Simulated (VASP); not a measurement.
# Pt (Fd-3m) in VASP: further runs

Runs on Pt. Level: PBE. Tasks: single point.

Everything below comes from runs of VASP 6.6.1. Logs are shortened: lines on timing, memory, paths and dates and some standing lists are left out, and cuts for length are marked.

**1. The cell of the first run**

It takes space group Fd-3m (No. 227, cubic). Conventional cell: a = 5.829 Å, b = 5.829 Å, c = 5.829 Å, α = 90.00°, β = 90.00°, γ = 90.00°. Within 3.3 Å of Pt (site symmetry -43m) lie 4 Pt at 2.52 Å.

**2. Single point, PBE**

Input file INCAR:

```
PREC     = Accurate       # precision mode
ENCUT    = 520            # plane-wave cutoff, eV
EDIFF    = 1E-6           # SCF threshold, eV
ISMEAR   = -1             # smearing method
SIGMA    = 0.05           # smearing width, eV
LREAL    = False          # projectors in reciprocal space
LASPH    = True           # aspherical terms in the spheres
NELM     = 60             # most SCF steps
ALGO     = Normal         # electronic algorithm
ISIF     = 2              # what is computed and relaxed
LWAVE    = False          # write WAVECAR
LCHARG   = True           # write CHGCAR
GGA      = PE             # functional
LELF     = True           # ELF
LVHAR    = True         
NBANDS   = 17             # bands
```

Input file KPOINTS:

```
Automatic mesh
0
Gamma
  12 12 12
```

Input file POSCAR:

```
Pt
1.0
    0.0000000000      2.9143694573      2.9143694573
    2.9143694573      0.0000000000      2.9143694573
    2.9143694573      2.9143694573      0.0000000000
Pt
2
Direct
   -0.1250000000     -0.1250000000     -0.1250000000
    0.1250000000      0.1250000000      0.1250000000
```

Potentials or basis: VASP PAW PBE potentials, release 64 (Pt).

Command:

```console
cat potpaw_PBE.64/Pt/POTCAR > POTCAR
mpirun -np 1 vasp_std > vasp.out
```

OUTCAR:

```text
PREC = Accurate
   ENCUT = 520
   EDIFF = 1E-6
   ISMEAR = -1
   LREAL = False
   LASPH = True
   NELM = 60
   ISIF = 2
   GGA = PE

 ion  position               nearest neighbor table
   1  0.875  0.875  0.875-   2 2.52   2 2.52   2 2.52   2 2.52
   2  0.125  0.125  0.125-   1 2.52   1 2.52   1 2.52   1 2.52

  LATTYP: Found a face centered cubic cell.
 ALAT       =     5.8287389146

  Lattice vectors:

 A1 = (   0.0000000000,   2.9143694573,   2.9143694573)
 A2 = (   2.9143694573,   0.0000000000,   2.9143694573)
 A3 = (   2.9143694573,   2.9143694573,   0.0000000000)

Analysis of symmetry for initial positions (statically):
=====================================================================
 Subroutine PRICEL returns:
 Original cell was already a primitive cell.

 Routine SETGRP: Setting up the symmetry group for a
 face centered cubic supercell.

 Subroutine GETGRP returns: Found 48 space group operations
 (whereof 12 operations were pure point group operations)
 out of a pool of 48 trial point group operations.

The static configuration has the point symmetry D_3d.
 The point group associated with its full space group is O_h .

Analysis of symmetry for dynamics (positions and initial velocities):
=====================================================================
 Subroutine PRICEL returns:
 Original cell was already a primitive cell.

 Routine SETGRP: Setting up the symmetry group for a
 face centered cubic supercell.

 Subroutine GETGRP returns: Found 48 space group operations
 (whereof 12 operations were pure point group operations)
 out of a pool of 48 trial point group operations.

The dynamic configuration has the point symmetry D_3d.
 The point group associated with its full space group is O_h .

 Subroutine INISYM returns: Found 48 space group operations
 (whereof 12 operations are pure point group operations),
 and found     1 'primitive' translations

----------------------------------------------------------------------------------------

                                     Primitive cell

  volume of cell :      49.5067

  direct lattice vectors                    reciprocal lattice vectors
     0.000000000  2.914369457  2.914369457    -0.171563698  0.171563698  0.171563698
     2.914369457  0.000000000  2.914369457     0.171563698 -0.171563698  0.171563698
     2.914369457  2.914369457  0.000000000     0.171563698  0.171563698 -0.171563698

  length of vectors
     4.121540812  4.121540812  4.121540812     0.297157041  0.297157041  0.297157041

  position of ions in fractional coordinates (direct lattice)
     0.875000000  0.875000000  0.875000000
     0.125000000  0.125000000  0.125000000

  ion indices of the primitive-cell ions
   primitive index   ion index
                 1           1
                 2           2

----------------------------------------------------------------------------------------

 KPOINTS: Automatic mesh

Automatic generation of k-mesh.
 Grid dimensions read from file:
 generate k-points for:   12   12   12

 Generating k-lattice:

  Cartesian coordinates                     Fractional coordinates (reciprocal lattice)
    -0.014296975  0.014296975  0.014296975     0.083333333  0.000000000  0.000000000
     0.014296975 -0.014296975  0.014296975     0.000000000  0.083333333  0.000000000
     0.014296975  0.014296975 -0.014296975     0.000000000  0.000000000  0.083333333

  Length of vectors
     0.024763087  0.024763087  0.024763087

  Shift w.r.t. Gamma in fractional coordinates (k-lattice)
     0.000000000  0.000000000  0.000000000

 Subroutine IBZKPT returns following result:
 ===========================================

 Found     72 irreducible k-points:

 Following reciprocal coordinates:
            Coordinates               Weight
  0.000000  0.000000  0.000000      1.000000
  0.083333  0.000000  0.000000      8.000000
  0.166667  0.000000  0.000000      8.000000
  0.250000  0.000000  0.000000      8.000000
  0.333333  0.000000  0.000000      8.000000
  0.416667  0.000000  0.000000      8.000000
[... 16 lines left out ...]
  0.500000  0.166667  0.000000     24.000000
 -0.416667  0.166667  0.000000     24.000000
 [... further k-points ...]
   k-points           NKPTS =     72   k-points in BZ     NKDIM =     72   number of bands    NBANDS=     17
   number of dos      NEDOS =    301   number of ions     NIONS =      2
   total plane-waves  NPLWV =  32768
   dimension x,y,z NGX =    32 NGY =   32 NGZ =   32
   dimension x,y,z NGXF=    64 NGYF=   64 NGZF=   64
   ions per type =               2
   NGX,Y,Z   is equivalent  to a cutoff of  12.91, 12.91, 12.91 a.u.
   NGXF,Y,Z  is equivalent  to a cutoff of  25.81, 25.81, 25.81 a.u.
 SYSTEM =  unknown system
   PREC   = accura    normal or accurate (medium, high low for compatibility)
   ISTART =      0    job   : 0-new  1-cont  2-samecut
   ICHARG =      2    charge: 1-file 2-atom 10-const
   ISPIN  =      1    spin polarized calculation?
   LNONCOLLINEAR =      F non collinear calculations
   LSORBIT =      F    spin-orbit coupling
   LASPH  =      T    aspherical Exc in radial PAW
   ENCUT  =  520.0 eV  38.22 Ry    6.18 a.u.   7.66  7.66  7.66*2*pi/ulx,y,z
   NELM   =     60;   NELMIN=  2; NELMDL= -5     # of ELM steps
   EDIFF  = 0.1E-05   stopping-criterion for ELM
   LREAL  =      F    real-space projection
   EDIFFG = 0.1E-04   stopping-criterion for IOM
   NSW    =      0    number of steps for IOM
   IBRION =     -1    ionic relax: 0-MD 1-quasi-New 2-CG
   NFREE  =      0    steps in history (QN), initial steepest desc. (CG)
   ISIF   =      2    stress and relaxation
   ISYM   =      2    0-nonsym 1-usesym 2-fastsym
   POTIM  = 0.5000    time-step for ionic-motion
   TEBEG  =    0.0;   TEEND  =   0.0 temperature during run
   PSTRESS=    0.0 pullay stress
   NELECT =      20.0000    total number of electrons
   NUPDOWN=      -1.0000    fix difference up-down
   EMIN   =  10.00;   EMAX   =-10.00  energy-range for DOS
   EFERMI =   0.00;   METHOD = LEGACY
   ISMEAR =    -1;   SIGMA  =   0.05  broadening in eV -4-tet -1-fermi 0-gaus
   EFERMI_NEDOS =   21; number of points for ismear=-14 and -15
   IALGO  =     38    algorithm
   IMIX   =      4    mixing-type and parameters
     AMIX     =   0.40;   BMIX     =  1.00
     AMIX_MAG =   1.60;   BMIX_MAG =  1.00
  volume/ion in A,a.u.               =      24.75       167.04
  Fermi-wavevector in a.u.,A,eV,Ry     =   1.210218  2.286980 19.927464  1.464627
  Thomas-Fermi vector in A             =   2.345771
   LORBIT       =      0    0 simple, 1 ext, 2 COOP (PROOUT), +10 PAW based schemes
   GGA     = PE    functional components
   LHFCALC =     F    Hartree Fock is set to
   AEXX    =    0.0000 exact exchange contribution
   IVDW    =     0    specifies the selected vdW correction
   LEPSILON=     F    determine dielectric tensor
   LRPA    =     F    only Hartree local field effects (RPA)
 non-spin polarized calculation
  energy-cutoff  :      520.00
  volume of cell :       49.51
 maximum number of plane-waves:      1363
   NGX = 15   NGY = 15   NGZ = 15

 number of electron      19.9999999 magnetization

 Free energy of the ion-electron system (eV)
  ---------------------------------------------------
  ext. energy  EPLUGINS =         0.00000000
  ---------------------------------------------------
  free energy    TOTEN  =       -10.06352781 eV

  energy without entropy =      -10.01508246  energy(sigma->0) =      -10.03930513

 E-fermi :   4.6965     XC(G=0): -10.2797

 val. band max:        4.6936565651   @ k =  -0.2500   0.0833   0.0000
 cond. band min:       4.6968511736   @ k =  -0.4167   0.4167   0.0833
 fundamental gap:      0.0031946085
 Fermi energy:         4.6964834233

 k-point     1 :       0.0000    0.0000    0.0000
  band No.  band energies     occupation
      1      -2.0666      2.00000
      2       0.4571      2.00000
      3       0.4571      2.00000
      4       0.5849      2.00000
      5       0.5849      2.00000
      6       0.5849      2.00000
[... 9 lines left out ...]
     16      15.9959      0.00000
     17      16.9330      0.00000

 k-point     2 :       0.0833    0.0000    0.0000
  band No.  band energies     occupation
      1      -1.9672      2.00000
      2       0.3533      2.00000
      3       0.3533      2.00000
      4       0.5754      2.00000
      5       0.7217      2.00000
      6       0.7217      2.00000
[... 9 lines left out ...]
     16      15.9505      0.00000
     17      17.5913      0.00000

 k-point     3 :       0.1667    0.0000    0.0000
  band No.  band energies     occupation
      1      -1.6830      2.00000
      2       0.2622      2.00000
      3       0.2622      2.00000
      4       0.5508      2.00000
      5       0.8903      2.00000
      6       0.8903      2.00000
[... 9 lines left out ...]
     16      16.6151      0.00000
     17      17.2565      0.00000

 k-point     4 :       0.2500    0.0000    0.0000
  band No.  band energies     occupation
      1      -1.2625      2.00000
      2       0.2389      2.00000
      3       0.2389      2.00000
      4       0.5189      2.00000
      5       0.9816      2.00000
      6       0.9816      2.00000
[... 9 lines left out ...]
     16      16.4728      0.00000
     17      17.7359      0.00000
[... 343 lines left out ...]
      1      -0.3755      2.00000
      2      -0.0294      2.00000
      3       0.4002      2.00000
      4       0.4726      2.00000
      5       1.0077      2.00000
      6       1.2846      2.00000
[... 9 lines left out ...]
     16      17.4826      0.00000
     17      18.1002      0.00000

 k-point    23 :       0.5000    0.1667    0.0000
  band No.  band energies     occupation
      1      -0.1260      2.00000
      2       0.0230      2.00000
      3       0.3889      2.00000
      4       0.4102      2.00000
      5       1.1042      2.00000
      6       1.1283      2.00000
[... 9 lines left out ...]
     16      17.5357      0.00000
     17      18.9973      0.00000

 k-point    24 :      -0.4167    0.1667    0.0000
  band No.  band energies     occupation
      1      -0.1187      2.00000
      2       0.0982      2.00000
      3       0.2643      2.00000
      4       0.5102      2.00000
      5       0.9380      2.00000
      6       1.2463      2.00000
[... 9 lines left out ...]
     16      17.1478      0.00000
     17      18.7180      0.00000

 [... further k-points ...]

------------------------ aborting loop because EDIFF is reached ----------------------------------------

  FORCE on cell =-STRESS in cart. coord.  units (eV):
  Direction    XX          YY          ZZ          XY          YZ          ZX
  --------------------------------------------------------------------------------------
  -------------------------------------------------------------------------------------
  Total       -0.9993698     -0.9993698     -0.9993698     -0.0000000      0.0000000      0.0000000
  in kB      -32.3424551    -32.3424551    -32.3424551     -0.0000000      0.0000000      0.0000000
  external PRESSURE =     -32.3424551 kB  Pullay stress =       0.0000000 kB

 VOLUME and BASIS-vectors are now :
 -----------------------------------------------------------------------------
  energy-cutoff  :      520.00
  volume of cell :       49.51
      direct lattice vectors                 reciprocal lattice vectors
     0.000000000  2.914369457  2.914369457    -0.171563698  0.171563698  0.171563698
     2.914369457  0.000000000  2.914369457     0.171563698 -0.171563698  0.171563698
     2.914369457  2.914369457  0.000000000     0.171563698  0.171563698 -0.171563698

 POSITION                                       TOTAL-FORCE (eV/Angst)
 -----------------------------------------------------------------------------------
      5.10015      5.10015      5.10015         0.000000      0.000000     -0.000000
      0.72859      0.72859      0.72859        -0.000000     -0.000000      0.000000
 -----------------------------------------------------------------------------------
    total drift:                                0.000000      0.000000     -0.000000

  FREE ENERGIE OF THE ION-ELECTRON SYSTEM (eV)
  ---------------------------------------------------
  free  energy   TOTEN  =       -10.0635278125 eV

  energy  without entropy=      -10.0150824571  energy(sigma->0) =      -10.03930513
```

It took 16 s on 1 thread of Intel Xeon 6975P-C (Granite Rapids), shared host; peak memory 0.2 GiB.

Results:

| Item | Value |
| --- | --- |
| Free energy | -10.0635 eV |
| Pressure | -3.2 GPa |
| Band gap on the k mesh | zero (band 10 reaches 4.88 eV, above the bottom of band 11 at 4.30 eV) |

Caveat: spin-orbit coupling is left out, which moves the levels of the heavy elements.

**3. Single point, PBE**

Input file INCAR:

```
SYSTEM = Pt
ALGO = Normal
EDIFF = 1E-7
ENCUT = 520
GGA = PE
ISIF = 2
ISMEAR = -1
LASPH = .TRUE.
LCHARG = .TRUE.
LELF = .TRUE.
LREAL = .FALSE.
LVHAR = .TRUE.
LWAVE = .FALSE.
NBANDS = 17
NELM = 100
PREC = Accurate
SIGMA = 0.05
```

Input file KPOINTS:

```
k-points
0
G
  12 12 12
  0 0 0
```

Input file POSCAR:

```
Pt
1.0
    0.0000000000      2.9148702775      2.9148702775
    2.9148702775      0.0000000000      2.9148702775
    2.9148702775      2.9148702775      0.0000000000
Pt
2
Direct
   -0.1250000000     -0.1250000000     -0.1250000000
    0.1250000000      0.1250000000      0.1250000000
```

Potentials or basis: VASP PAW PBE potentials, release 64 (Pt).

Command:

```console
cat potpaw_PBE.64/Pt/POTCAR > POTCAR
mpirun -np 1 vasp_std > vasp.out
```

OUTCAR:

```text
SYSTEM = Pt
   EDIFF = 1E-7
   ENCUT = 520
   GGA = PE
   ISIF = 2
   ISMEAR = -1
   LASPH = .TRUE.
   LREAL = .FALSE.
   NELM = 100
   PREC = Accurate

 ion  position               nearest neighbor table
   1  0.875  0.875  0.875-   2 2.52   2 2.52   2 2.52   2 2.52
   2  0.125  0.125  0.125-   1 2.52   1 2.52   1 2.52   1 2.52

  LATTYP: Found a face centered cubic cell.
 ALAT       =     5.8297405550

  Lattice vectors:

 A1 = (   0.0000000000,   2.9148702775,   2.9148702775)
[... 667 lines left out ...]
------------------------ aborting loop because EDIFF is reached ----------------------------------------

  FORCE on cell =-STRESS in cart. coord.  units (eV):
  Direction    XX          YY          ZZ          XY          YZ          ZX
  --------------------------------------------------------------------------------------
  -------------------------------------------------------------------------------------
  Total       -1.0138239     -1.0138239     -1.0138239     -0.0000000     -0.0000000      0.0000000
  in kB      -32.7933211    -32.7933211    -32.7933211     -0.0000000     -0.0000000      0.0000000
  external PRESSURE =     -32.7933211 kB  Pullay stress =       0.0000000 kB

 VOLUME and BASIS-vectors are now :
 -----------------------------------------------------------------------------
  energy-cutoff  :      520.00
  volume of cell :       49.53
      direct lattice vectors                 reciprocal lattice vectors
     0.000000000  2.914870277  2.914870277    -0.171534220  0.171534220  0.171534220
     2.914870277  0.000000000  2.914870277     0.171534220 -0.171534220  0.171534220
     2.914870277  2.914870277  0.000000000     0.171534220  0.171534220 -0.171534220

 POSITION                                       TOTAL-FORCE (eV/Angst)
 -----------------------------------------------------------------------------------
      5.10102      5.10102      5.10102        -0.000000     -0.000000     -0.000000
      0.72872      0.72872      0.72872         0.000000      0.000000      0.000000
 -----------------------------------------------------------------------------------
    total drift:                                0.000000      0.000000     -0.000000

  FREE ENERGIE OF THE ION-ELECTRON SYSTEM (eV)
  ---------------------------------------------------
  free  energy   TOTEN  =       -10.0630231968 eV

  energy  without entropy=      -10.0145389537  energy(sigma->0) =      -10.03878108
```

OSZICAR:

```text
N       E                     dE             d eps       ncg     rms          rms(c)
DAV:   1     0.921684233623E+02    0.92168E+02   -0.97137E+03  2456   0.107E+03
DAV:   2    -0.883476279253E+01   -0.10100E+03   -0.95147E+02  2668   0.214E+02
DAV:   3    -0.107694445573E+02   -0.19347E+01   -0.19117E+01  3037   0.293E+01
DAV:   4    -0.107843926662E+02   -0.14948E-01   -0.14946E-01  2809   0.266E+00
DAV:   5    -0.107846573876E+02   -0.26472E-03   -0.26472E-03  3094   0.375E-01    0.114E+01
DAV:   6    -0.100994491491E+02    0.68521E+00   -0.21019E+00  2748   0.103E+01    0.687E+00
DAV:   7    -0.100717925666E+02    0.27657E-01   -0.34635E-02  2740   0.128E+00    0.362E+00
DAV:   8    -0.100629828402E+02    0.88097E-02   -0.67277E-03  2581   0.501E-01    0.756E-02
DAV:   9    -0.100630076764E+02   -0.24836E-04   -0.26005E-04  2930   0.109E-01    0.522E-02
DAV:  10    -0.100630236722E+02   -0.15996E-04   -0.27935E-05  2952   0.372E-02    0.994E-03
DAV:  11    -0.100630231289E+02    0.54332E-06   -0.29685E-07  2894   0.384E-03    0.163E-03
DAV:  12    -0.100630231968E+02   -0.67971E-07   -0.82784E-08  2195   0.208E-03
   1 F= -.10063023E+02 E0= -.10038781E+02  d E =-.484842E-01
```

Wall time 17 s (1 thread of Intel Xeon 6975P-C (Granite Rapids), shared host); peak memory 0.2 GiB.

What came out:

| Item | Value |
| --- | --- |
| Free energy | -10.0630 eV |
| Pressure | -3.3 GPa |
| Band gap on the k mesh | zero (band 10 reaches 4.88 eV, above the bottom of band 11 at 4.30 eV) |

Levels at points of the mesh, in eV from the Fermi level:
```
           k point  band 7  band 8  band 9  band 10  band 11  band 12  band 13  band 14
(0.00, 0.00, 0.00)   -1.75   -1.75   -1.75    -0.10    -0.10    10.25    10.48    11.30
(0.50, 0.00, 0.00)   -1.30   -1.30   -1.17    -0.39    -0.39     0.71     7.80     7.80
(0.50, 0.50, 0.00)   -2.33   -2.33   -0.15    -0.15     1.25     1.25     3.92     3.92
```

Caveat: spin-orbit coupling is left out, which moves the levels of the heavy elements.
